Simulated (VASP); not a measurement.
# Se (Im-3m) in VASP: notebook

Se is run at these levels: BLYP; tasks: single point, relaxation of cell and atoms.

Everything below comes from runs of VASP 6.6.1. Logs are shortened: lines on timing, memory, paths and dates and some standing lists are left out, and cuts for length are marked.

## Step 1: The cell of the first run

It takes space group Im-3m (No. 229, cubic). The conventional cell has a = 3.660 Å, b = 3.660 Å, c = 3.660 Å, α = 90.00°, β = 90.00°, γ = 90.00°. Se (site symmetry m-3m) has 14 Se at 3.17 to 3.66 Å within 4.2 Å.

## Step 2: Single point, BLYP (volume scaled by 1.08)

Contents of INCAR:

```
PREC = Accurate
ENCUT = 520
EDIFF = 1E-6
ISMEAR = -1
SIGMA = 0.1
LREAL = False
LASPH = True
NELM = 80
ALGO = Normal
ISIF = 2
LWAVE = False
LCHARG = False
GGA = B5
ALDAX = 1.0
AGGAX = 1.0
AGGAC = 1.0
ALDAC = 0.0
NBANDS = 9
```

Contents of KPOINTS:

```
regular mesh
0
Gamma
  14 14 14
```

Contents of POSCAR:

```
Se
1.0
   -1.8298072051      1.8298072051      1.8298072051
    1.8298072051     -1.8298072051      1.8298072051
    1.8298072051      1.8298072051     -1.8298072051
Se
1
Direct
    0.0000000000      0.0000000000      0.0000000000
```

Potentials or basis: VASP PAW PBE potentials, release 64 (Se).

Launch:

```bash
$ cat potpaw_PBE.64/Se/POTCAR > POTCAR
$ mpirun -np 1 vasp_std > vasp.out
```

OUTCAR:

```text
PREC = Accurate
   ENCUT = 520
   EDIFF = 1E-6
   ISMEAR = -1
   LREAL = False
   LASPH = True
   NELM = 80
   ISIF = 2
   GGA = B5

 ion  position               nearest neighbor table
   1  0.000  0.000  0.000-

  LATTYP: Found a body centered cubic cell.
 ALAT       =     3.6596144102

  Lattice vectors:

 A1 = (  -1.8298072051,   1.8298072051,   1.8298072051)
 A2 = (   1.8298072051,  -1.8298072051,   1.8298072051)
 A3 = (   1.8298072051,   1.8298072051,  -1.8298072051)

Analysis of symmetry for initial positions (statically):
=====================================================================
 Subroutine PRICEL returns:
 Original cell was already a primitive cell.

 Routine SETGRP: Setting up the symmetry group for a
 body centered cubic supercell.

 Subroutine GETGRP returns: Found 48 space group operations
 (whereof 48 operations were pure point group operations)
 out of a pool of 48 trial point group operations.

The static configuration has the point symmetry O_h .

Analysis of symmetry for dynamics (positions and initial velocities):
=====================================================================
 Subroutine PRICEL returns:
 Original cell was already a primitive cell.

 Routine SETGRP: Setting up the symmetry group for a
 body centered cubic supercell.

 Subroutine GETGRP returns: Found 48 space group operations
 (whereof 48 operations were pure point group operations)
 out of a pool of 48 trial point group operations.

The dynamic configuration has the point symmetry O_h .

 Subroutine INISYM returns: Found 48 space group operations
 (whereof 48 operations are pure point group operations),
 and found     1 'primitive' translations

----------------------------------------------------------------------------------------

                                     Primitive cell

  volume of cell :      24.5062

  direct lattice vectors                    reciprocal lattice vectors
    -1.829807205  1.829807205  1.829807205     0.000000000  0.273252832  0.273252832
     1.829807205 -1.829807205  1.829807205     0.273252832  0.000000000  0.273252832
     1.829807205  1.829807205 -1.829807205     0.273252832  0.273252832  0.000000000

  length of vectors
     3.169319047  3.169319047  3.169319047     0.386437860  0.386437860  0.386437860

  position of ions in fractional coordinates (direct lattice)
     0.000000000  0.000000000  0.000000000

  ion indices of the primitive-cell ions
[... 75 lines left out ...]
   LREAL  =      F    real-space projection
   EDIFFG = 0.1E-04   stopping-criterion for IOM
   NSW    =      0    number of steps for IOM
   IBRION =     -1    ionic relax: 0-MD 1-quasi-New 2-CG
   NFREE  =      0    steps in history (QN), initial steepest desc. (CG)
   ISIF   =      2    stress and relaxation
   ISYM   =      2    0-nonsym 1-usesym 2-fastsym
   POTIM  = 0.5000    time-step for ionic-motion
   TEBEG  =    0.0;   TEEND  =   0.0 temperature during run
   PSTRESS=    0.0 pullay stress
   NELECT =       6.0000    total number of electrons
   NUPDOWN=      -1.0000    fix difference up-down
   EMIN   =  10.00;   EMAX   =-10.00  energy-range for DOS
   EFERMI =   0.00;   METHOD = LEGACY
   ISMEAR =    -1;   SIGMA  =   0.10  broadening in eV -4-tet -1-fermi 0-gaus
   EFERMI_NEDOS =   21; number of points for ismear=-14 and -15
   IALGO  =     38    algorithm
   IMIX   =      4    mixing-type and parameters
     AMIX     =   0.40;   BMIX     =  1.00
     AMIX_MAG =   1.60;   BMIX_MAG =  1.00
  volume/ion in A,a.u.               =      24.51       165.38
  Fermi-wavevector in a.u.,A,eV,Ry     =   1.024157  1.935376 14.271121  1.048898
  Thomas-Fermi vector in A             =   2.157929
   LORBIT       =      0    0 simple, 1 ext, 2 COOP (PROOUT), +10 PAW based schemes
   GGA     = B5    functional components
   LHFCALC =     F    Hartree Fock is set to
   AEXX    =    0.0000 exact exchange contribution
   IVDW    =     0    specifies the selected vdW correction
   LEPSILON=     F    determine dielectric tensor
   LRPA    =     F    only Hartree local field effects (RPA)
 non-spin polarized calculation
  energy-cutoff  :      520.00
  volume of cell :       24.51
 maximum number of plane-waves:       682
   NGX = 11   NGY = 11   NGZ = 11

 number of electron       5.9999999 magnetization

 Free energy of the ion-electron system (eV)
  ---------------------------------------------------
  ext. energy  EPLUGINS =         0.00000000
  ---------------------------------------------------
  free energy    TOTEN  =        -2.25488202 eV

  energy without entropy =       -2.22760780  energy(sigma->0) =       -2.24124491

 E-fermi :   3.7466     XC(G=0):  -9.1028

 val. band max:        3.7237774157   @ k =  -0.2143   0.2143   0.2143
 cond. band min:       3.7585525493   @ k =   0.1429   0.1429   0.1429
 fundamental gap:      0.0347751335
 Fermi energy:         3.7465559924

 k-point     1 :       0.0000    0.0000    0.0000
  band No.  band energies     occupation
      1     -10.8392      2.00000
      2       5.8379      0.00000
      3       5.8379      0.00000
      4       5.8379      0.00000
      5      13.1277      0.00000
      6      15.8671      0.00000
      7      15.8671      0.00000
      8      15.8671      0.00000
      9      18.7235      0.00000
[... 265 lines left out ...]
 k-point    24 :       0.3571    0.2857    0.0000
  band No.  band energies     occupation
      1      -8.1740      2.00000
      2      -0.1898      2.00000
      3       0.7035      2.00000
      4       4.5453      0.00068
      5      12.7279      0.00000
      6      15.5001      0.00000
      7      16.6282      0.00000
      8      20.1352      0.00000
      9      21.6971      0.00000

 [... further k-points ...]

------------------------ aborting loop because EDIFF is reached ----------------------------------------

  FORCE on cell =-STRESS in cart. coord.  units (eV):
  Direction    XX          YY          ZZ          XY          YZ          ZX
  --------------------------------------------------------------------------------------
  -------------------------------------------------------------------------------------
  Total       -0.4964031     -0.4964031     -0.4964031     -0.0000000     -0.0000000      0.0000000
  in kB      -32.4540628    -32.4540628    -32.4540628     -0.0000000     -0.0000000      0.0000000
  external PRESSURE =     -32.4540628 kB  Pullay stress =       0.0000000 kB

 VOLUME and BASIS-vectors are now :
 -----------------------------------------------------------------------------
  energy-cutoff  :      520.00
  volume of cell :       24.51
      direct lattice vectors                 reciprocal lattice vectors
    -1.829807205  1.829807205  1.829807205     0.000000000  0.273252832  0.273252832
     1.829807205 -1.829807205  1.829807205     0.273252832  0.000000000  0.273252832
     1.829807205  1.829807205 -1.829807205     0.273252832  0.273252832  0.000000000

 POSITION                                       TOTAL-FORCE (eV/Angst)
 -----------------------------------------------------------------------------------
      0.00000      0.00000      0.00000         0.000000      0.000000      0.000000
 -----------------------------------------------------------------------------------
    total drift:                                0.000000     -0.000000      0.000000

  FREE ENERGIE OF THE ION-ELECTRON SYSTEM (eV)
  ---------------------------------------------------
  free  energy   TOTEN  =        -2.2548820230 eV

  energy  without entropy=       -2.2276078013  energy(sigma->0) =       -2.24124491
```

Wall time 8.1 s (1 thread of Intel Xeon 6975P-C (Granite Rapids), shared host); peak memory 0.14 GiB.

What came out:

| Quantity | Value |
| --- | --- |
| Free energy | -2.2549 eV |
| Pressure | -3.2 GPa |
| Band gap on the k mesh | zero (band 3 reaches 5.84 eV, above the bottom of band 4 at 1.25 eV) |

Levels at points of the mesh, in eV from the Fermi level:
```
           k point  band 1  band 2  band 3  band 4  band 5  band 6  band 7  band 8
(0.00, 0.00, 0.00)  -14.59    2.09    2.09    2.09    9.38   12.12   12.12   12.12
(0.50, 0.00, 0.00)  -12.26   -5.07   -0.06    1.61    7.15    8.77   16.66   16.83
(0.50, 0.50, 0.50)  -10.75   -2.50   -2.50   -2.50    5.27    5.27   20.81   20.81
```

Caveat: the PAW data sets were made with another functional, which shifts forces and pressure a little.

## Step 3: Single point, BLYP (volume scaled by 1.12)

Contents of INCAR:

```
SYSTEM = Se
PREC = Accurate ; ENCUT = 520
EDIFF = 1E-6 ; ISMEAR = -1
SIGMA = 0.1 ; LREAL = .False.
LASPH = .True. ; NELM = 80
ALGO = Normal ; ISIF = 2
LWAVE = .False. ; LCHARG = .False.
GGA = B5 ; ALDAX = 1.0
AGGAX = 1.0 ; AGGAC = 1.0
ALDAC = 0.0 ; NBANDS = 9
```

Contents of KPOINTS:

```
regular mesh
0
Gamma
  14 14 14
  0 0 0
```

Contents of POSCAR:

```
Se
1.0
   -1.8521241266      1.8521241266      1.8521241266
    1.8521241266     -1.8521241266      1.8521241266
    1.8521241266      1.8521241266     -1.8521241266
Se
1
Direct
    0.0000000000      0.0000000000      0.0000000000
```

Potentials or basis: VASP PAW PBE potentials, release 64 (Se).

Launch:

```bash
$ cat potpaw_PBE.64/Se/POTCAR > POTCAR
$ mpirun -np 1 vasp_std > vasp.out
```

Wall time 7.9 s (1 thread of Intel Xeon 6975P-C (Granite Rapids), shared host); peak memory 0.15 GiB.

Results (log left out):

| Item | Value |
| --- | --- |
| Free energy | -2.2329 eV |
| Pressure | -4.5 GPa |
| Band gap on the k mesh | zero (band 3 reaches 5.33 eV, above the bottom of band 4 at 0.98 eV) |

Levels at points of the mesh, in eV from the Fermi level:
| k point | band 1 | band 2 | band 3 | band 4 | band 5 | band 6 | band 7 | band 8 |
| --- | --- | --- | --- | --- | --- | --- | --- | --- |
| (0.00, 0.00, 0.00) | -14.34 | 1.96 | 1.96 | 1.96 | 9.03 | 12.05 | 12.05 | 12.05 |
| (0.50, 0.00, 0.00) | -12.19 | -4.83 | -0.08 | 1.52 | 7.14 | 8.79 | 16.42 | 16.65 |
| (0.50, 0.50, 0.50) | -10.80 | -2.39 | -2.39 | -2.39 | 5.40 | 5.40 | 20.48 | 20.48 |

Caveat: the PAW data sets were made with another functional, which shifts forces and pressure a little.

(Part 1 of 2 ends here.)
